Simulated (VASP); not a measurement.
# MnO2 (P-3m1) in VASP: notebook, part 2 of 2

VASP 6.6.1.

### 3 Single point, LDA

This run uses another cell than the first one, of 10.84 Å³/atom.

The input, INCAR:

```
SYSTEM = MnO2
PREC = Accurate
ENCUT = 520
EDIFF = 1E-6
ISMEAR = -1
SIGMA = 0.03
LREAL = .False.
LASPH = .True.
NELM = 80
ALGO = Normal
ISIF = 2
LWAVE = .False.
LCHARG = .False.
GGA = CA
NBANDS = 20
```

The input, KPOINTS:

```
regular mesh
0
Gamma
  11 11 6
  0 0 0
```

The input, POSCAR:

```
MnO2
1.0
    2.8565781804      0.0000000000      0.0000000000
   -1.4282890902      2.4738692722      0.0000000000
    0.0000000000      0.0000000000      4.6013740589
Mn O
1 2
Direct
    0.0000000000      0.0000000000      0.5000000000
    0.6666666667      0.3333333333      0.2937074300
    0.3333333333      0.6666666667      0.7062925700
```

Potentials or basis: VASP PAW LDA potentials, release 64 (Mn_pv, O).

Run with:

```bash
> cat potpaw_LDA.64/Mn_pv/POTCAR potpaw_LDA.64/O/POTCAR > POTCAR
> mpirun -np 1 vasp_std > vasp.out
```

OUTCAR:

```text
SYSTEM = MnO2
   PREC = Accurate
   ENCUT = 520
   EDIFF = 1E-6
   ISMEAR = -1
   LREAL = .False.
   LASPH = .True.
   NELM = 80
   ISIF = 2
   GGA = CA

 ion  position               nearest neighbor table
   1  0.000  0.000  0.500-   2 1.90   3 1.90   2 1.90   3 1.90   2 1.90   3 1.90
   2  0.667  0.333  0.294-   1 1.90   1 1.90   1 1.90
   3  0.333  0.667  0.706-   1 1.90   1 1.90   1 1.90

  LATTYP: Found a hexagonal cell.
 ALAT       =     2.8565781804
 C/A-ratio  =     1.6107992739

  Lattice vectors:

 A1 = (   2.8565781804,   0.0000000000,   0.0000000000)
 A2 = (  -1.4282890902,   2.4738692722,   0.0000000000)
 A3 = (   0.0000000000,   0.0000000000,   4.6013740589)

Analysis of symmetry for initial positions (statically):
=====================================================================
 Subroutine PRICEL returns:
 Original cell was already a primitive cell.

 Routine SETGRP: Setting up the symmetry group for a
 hexagonal supercell.

 Subroutine GETGRP returns: Found 12 space group operations
 (whereof 12 operations were pure point group operations)
 out of a pool of 24 trial point group operations.

The static configuration has the point symmetry D_3d.

[... 161 lines left out ...]

 E-fermi :   3.1778     XC(G=0): -11.4593

 val. band max:        3.1672696096   @ k =   0.2727   0.1818   0.1667
 cond. band min:       3.1797644206   @ k =   0.3636   0.1818   0.0000
 fundamental gap:      0.0124948109
 Fermi energy:         3.1778466067

 k-point     1 :       0.0000    0.0000    0.0000
  band No.  band energies     occupation
      1     -45.2284      2.00000
      2     -45.2284      2.00000
      3     -45.0442      2.00000
      4     -16.4968      2.00000
      5     -14.1512      2.00000
      6      -3.0454      2.00000
[... 541 lines left out ...]
     19      17.3075      0.00000
     20      18.9031      0.00000

 [... further k-points ...]

------------------------ aborting loop because EDIFF is reached ----------------------------------------

  FORCE on cell =-STRESS in cart. coord.  units (eV):
  Direction    XX          YY          ZZ          XY          YZ          ZX
  --------------------------------------------------------------------------------------
  -------------------------------------------------------------------------------------
  Total       -4.2894022     -4.2894022     -1.9595960     -0.0000000      0.0000000      0.0000000
  in kB     -211.3474203   -211.3474203    -96.5532143     -0.0000000      0.0000000      0.0000000
  external PRESSURE =    -173.0826850 kB  Pullay stress =       0.0000000 kB

 VOLUME and BASIS-vectors are now :
 -----------------------------------------------------------------------------
  energy-cutoff  :      520.00
  volume of cell :       32.52
      direct lattice vectors                 reciprocal lattice vectors
     2.856578180  0.000000000  0.000000000     0.350069187  0.202112539  0.000000000
    -1.428289090  2.473869272  0.000000000     0.000000000  0.404225078  0.000000000
     0.000000000  0.000000000  4.601374059     0.000000000  0.000000000  0.217326387

 POSITION                                       TOTAL-FORCE (eV/Angst)
 -----------------------------------------------------------------------------------
      0.00000      0.00000      2.30069         0.000000      0.000000      0.000000
      1.42829      0.82462      1.35146        -0.000000      0.000000      0.841835
     -0.00000      1.64925      3.24992         0.000000     -0.000000     -0.841835
 -----------------------------------------------------------------------------------
    total drift:                               -0.000000      0.000000      0.000000

  FREE ENERGIE OF THE ION-ELECTRON SYSTEM (eV)
  ---------------------------------------------------
  free  energy   TOTEN  =       -25.3363485855 eV

  energy  without entropy=      -25.3214532694  energy(sigma->0) =      -25.32890093
```

stdout:

```text
POSCAR found type information on POSCAR MnO
 POSCAR found :  2 types and       3 ions
 scaLAPACK will be used
 LDA part: xc-table for (Slater(with rela. corr.)+CA(PZ))
 , standard interpolation
 POSCAR, INCAR and KPOINTS ok, starting setup
 FFT: planning ... GRIDC
 FFT: planning ... GRID_SOFT
 FFT: planning ... GRID
 WAVECAR not read
 entering main loop
```

It took 46 s on 1 thread of AMD EPYC 7R13 (Zen 3), shared host; peak memory 0.14 GiB.

What came out:

* Free energy: -25.3363 eV
* Pressure: -17.3 GPa
* Largest force: 0.842 eV/Å
* Band gap on the k mesh: zero (an odd number of electrons rules out a gap without spin polarisation)

Forces on the atoms (eV/Å):
```
Mn   0.000  0.000  0.000
O    0.000  0.000  0.842
O    0.000  0.000 -0.842
```

Stress tensor (GPa, compression positive):
```
-21.13   0.00   0.00
  0.00 -21.13   0.00
  0.00   0.00  -9.66
```

Caveat: the cell stands under tension; an odd number of electrons without spin polarisation forces a metal; a magnetic or distorted state may lie lower; the run has no spin polarisation, though such a crystal can be magnetic; semilocal functionals often make such compounds metallic where correlation or magnetic order opens a gap, which also shifts bond lengths. With open d or f shells a metallic result of LDA can be an artefact of self-interaction; +U or a hybrid may open a gap.

### 4 Single point, LDA (11.49 Å³/atom)

This run uses another cell than the first one, of 11.49 Å³/atom.

The input, INCAR:

```
SYSTEM = MnO2
PREC = Accurate ; ENCUT = 520
EDIFF = 1E-6 ; ISMEAR = -1
SIGMA = 0.03 ; LREAL = .False.
LASPH = .True. ; NELM = 60
ALGO = Normal ; ISIF = 2
LWAVE = .False. ; LCHARG = .False.
GGA = CA ; NBANDS = 20
```

KPOINTS is that of step 3.

The input, POSCAR:

```
MnO2
1.0
    2.9126037410      0.0000000000      0.0000000000
   -1.4563018705      2.5223888309      0.0000000000
    0.0000000000      0.0000000000      4.6916199912
Mn O
1 2
Direct
    0.0000000000      0.0000000000      0.5000000000
    0.6666666667      0.3333333333      0.2937074300
    0.3333333333      0.6666666667      0.7062925700
```

Potentials or basis: VASP PAW LDA potentials, release 64 (Mn_pv, O).

Run with:

```bash
> cat potpaw_LDA.64/Mn_pv/POTCAR potpaw_LDA.64/O/POTCAR > POTCAR
> mpirun -np 1 vasp_std > vasp.out
```

OUTCAR:

```text
SYSTEM = MnO2
   PREC = Accurate
   ENCUT = 520
   EDIFF = 1E-6
   ISMEAR = -1
   LREAL = .False.
   LASPH = .True.
   NELM = 60
   ISIF = 2
   GGA = CA

 ion  position               nearest neighbor table
   1  0.000  0.000  0.500-   2 1.94   3 1.94   2 1.94   3 1.94   2 1.94   3 1.94
   2  0.667  0.333  0.294-   1 1.94   1 1.94   1 1.94
   3  0.333  0.667  0.706-   1 1.94   1 1.94   1 1.94

  LATTYP: Found a hexagonal cell.
 ALAT       =     2.9126037410
 C/A-ratio  =     1.6107992739

  Lattice vectors:
[... 743 lines left out ...]

  FORCE on cell =-STRESS in cart. coord.  units (eV):
  Direction    XX          YY          ZZ          XY          YZ          ZX
  --------------------------------------------------------------------------------------
  -------------------------------------------------------------------------------------
  Total       -6.6356888     -6.6356888     -3.4256449      0.0000000      0.0000000      0.0000000
  in kB     -308.4468428   -308.4468428   -159.2343113      0.0000000      0.0000000      0.0000000
  external PRESSURE =    -258.7093323 kB  Pullay stress =       0.0000000 kB

 VOLUME and BASIS-vectors are now :
 -----------------------------------------------------------------------------
  energy-cutoff  :      520.00
  volume of cell :       34.47
      direct lattice vectors                 reciprocal lattice vectors
     2.912603741  0.000000000  0.000000000     0.343335410  0.198224791  0.000000000
    -1.456301870  2.522388831  0.000000000     0.000000000  0.396449583  0.000000000
     0.000000000  0.000000000  4.691619991     0.000000000  0.000000000  0.213145993

 POSITION                                       TOTAL-FORCE (eV/Angst)
 -----------------------------------------------------------------------------------
      0.00000      0.00000      2.34581         0.000000      0.000000      0.000000
      1.45630      0.84080      1.37796         0.000000      0.000000      1.574884
     -0.00000      1.68159      3.31366        -0.000000      0.000000     -1.574884
 -----------------------------------------------------------------------------------
    total drift:                               -0.000000      0.000000      0.000000

  FREE ENERGIE OF THE ION-ELECTRON SYSTEM (eV)
  ---------------------------------------------------
  free  energy   TOTEN  =       -25.0721574376 eV

  energy  without entropy=      -25.0561783052  energy(sigma->0) =      -25.06416787
```

OSZICAR:

```text
N       E                     dE             d eps       ncg     rms          rms(c)
DAV:   1     0.248068146352E+03    0.24807E+03   -0.14732E+04  3360   0.141E+03
DAV:   2    -0.156786377633E+02   -0.26375E+03   -0.25156E+03  3612   0.395E+02
DAV:   3    -0.330741944960E+02   -0.17396E+02   -0.17231E+02  3836   0.111E+02
DAV:   4    -0.332745027657E+02   -0.20031E+00   -0.20016E+00  3644   0.131E+01
DAV:   5    -0.332764971316E+02   -0.19944E-02   -0.19943E-02  3740   0.132E+00    0.275E+01
DAV:   6    -0.414652208900E+02   -0.81887E+01   -0.22364E+02  4008   0.100E+02    0.521E+01
DAV:   7    -0.259498585570E+02    0.15515E+02   -0.14029E+02  3756   0.986E+01    0.938E+00
DAV:   8    -0.250805748457E+02    0.86928E+00   -0.49074E+00  3768   0.192E+01    0.185E+00
DAV:   9    -0.250867384185E+02   -0.61636E-02   -0.19478E-01  3616   0.372E+00    0.123E+00
DAV:  10    -0.250733417173E+02    0.13397E-01   -0.87467E-02  3756   0.290E+00    0.511E-01
DAV:  11    -0.250725328200E+02    0.80890E-03   -0.15404E-02  3868   0.117E+00    0.192E-01
DAV:  12    -0.250724226542E+02    0.11017E-03   -0.62692E-03  4004   0.615E-01    0.202E-01
DAV:  13    -0.250721605923E+02    0.26206E-03   -0.10578E-03  3808   0.283E-01    0.380E-02
DAV:  14    -0.250721570904E+02    0.35018E-05   -0.75181E-05  3612   0.725E-02    0.824E-03
DAV:  15    -0.250721574376E+02   -0.34718E-06   -0.71492E-06  3648   0.288E-02
   1 F= -.25072157E+02 E0= -.25064168E+02  d E =-.159791E-01
```

Wall time 45 s (1 thread of AMD EPYC 7R13 (Zen 3), shared host); peak memory 0.14 GiB.

What came out:

```
Free energy            : -25.0722 eV
Pressure               : -25.9 GPa
Largest force          : 1.575 eV/Å
Band gap on the k mesh : zero (an odd number of electrons rules out a gap without spin polarisation)
```

Forces in eV/Å, atoms in the order of the input:
```
Mn   0.000  0.000  0.000
O    0.000  0.000  1.575
O    0.000  0.000 -1.575
```

Stress tensor (GPa, compression positive):
```
-30.84   0.00   0.00
  0.00 -30.84   0.00
  0.00   0.00 -15.92
```

Caveat: the cell stands under tension; an odd number of electrons without spin polarisation forces a metal; a magnetic or distorted state may lie lower; the run has no spin polarisation, though such a crystal can be magnetic; semilocal functionals often make such compounds metallic where correlation or magnetic order opens a gap, which also shifts bond lengths.

### 5 Single point, LDA (12.14 Å³/atom)

This run uses another cell than the first one, of 12.14 Å³/atom.

The input, INCAR:

```
SYSTEM = MnO2
PREC = Accurate
ENCUT = 520
EDIFF = 1E-6
ISMEAR = -1
SIGMA = 0.03
LREAL = .FALSE.
LASPH = .TRUE.
NELM = 80
ALGO = Normal
ISIF = 2
LWAVE = .FALSE.
LCHARG = .FALSE.
NBANDS = 20
```

The input, KPOINTS:

```
regular mesh
0
G
  11 11 6
  0 0 0
```

The input, POSCAR:

```
MnO2
1.0
    2.9665530707      0.0000000000      0.0000000000
   -1.4832765353      2.5691103209      0.0000000000
    0.0000000000      0.0000000000      4.7785215322
Mn O
1 2
Direct
    0.0000000000      0.0000000000      0.5000000000
    0.6666666667      0.3333333333      0.2937074300
    0.3333333333      0.6666666667      0.7062925700
```

Run with:

```bash
> cat potpaw_LDA.64/Mn_pv/POTCAR potpaw_LDA.64/O/POTCAR > POTCAR
> mpirun -np 1 vasp_std > vasp.out
```

Wall time 49 s (1 thread of AMD EPYC 7R13 (Zen 3), shared host); peak memory 0.15 GiB.

The run converged. Its results:

```
Free energy            : -24.7201 eV
Pressure               : -32.0 GPa
Largest force          : 2.144 eV/Å
Band gap on the k mesh : zero (an odd number of electrons rules out a gap without spin polarisation)
```

Forces on the atoms (eV/Å):
```
Mn   0.000  0.000  0.000
O    0.000  0.000  2.144
O    0.000  0.000 -2.144
```

Stress tensor (GPa, compression positive):
```
-37.69   0.00   0.00
  0.00 -37.69   0.00
  0.00   0.00 -20.51
```

Levels at points of the mesh, in eV from the Fermi level:
| k point | band 9 | band 10 | band 11 | band 12 | band 13 | band 14 | band 15 | band 16 | band 17 | band 18 |
| --- | --- | --- | --- | --- | --- | --- | --- | --- | --- | --- |
| (0.00, 0.00, 0.00) | -1.57 | -1.57 | -1.30 | -0.70 | -0.70 | 0.73 | 2.84 | 2.84 | 6.16 | 9.68 |
| (0.00, 0.00, 0.50) | -2.42 | -1.61 | -1.61 | -0.71 | -0.71 | 0.86 | 2.88 | 2.88 | 8.22 | 8.29 |

Caveat: the cell stands under tension; an odd number of electrons without spin polarisation forces a metal; a magnetic or distorted state may lie lower; the run has no spin polarisation, though such a crystal can be magnetic; semilocal functionals often make such compounds metallic where correlation or magnetic order opens a gap, which also shifts bond lengths. With open d or f shells a metallic result of LDA can be an artefact of self-interaction; +U or a hybrid may open a gap.

### 6 The runs side by side

```tsv
cell	gap on the mesh (eV)	pressure (GPa)	largest force (eV/Å)
a = 2.798, b = 2.798, c = 4.507 Å, angles 90.0, 90.0, 120.0°, 3 atoms	none	-5.0	0.10
a = 2.857, b = 2.857, c = 4.601 Å, angles 90.0, 90.0, 120.0°, 3 atoms	none	-17.3	0.84
a = 2.913, b = 2.913, c = 4.692 Å, angles 90.0, 90.0, 120.0°, 3 atoms	none	-25.9	1.57
a = 2.967, b = 2.967, c = 4.779 Å, angles 90.0, 90.0, 120.0°, 3 atoms	none	-32.0	2.14
```

Alike in all rows: task single point; level LDA; potentials or basis VASP PAW LDA potentials, release 64 (Mn_pv, O); no spin polarisation; k mesh 11 × 11 × 6; cutoff (eV) 520; smearing fermi-dirac 0.03 eV.

Caveats: the cell stands under tension; an odd number of electrons without spin polarisation forces a metal; a magnetic or distorted state may lie lower; the run has no spin polarisation, though such a crystal can be magnetic; semilocal functionals often make such compounds metallic where correlation or magnetic order opens a gap, which also shifts bond lengths.

Absolute energies hang on the potentials; compare differences alone.
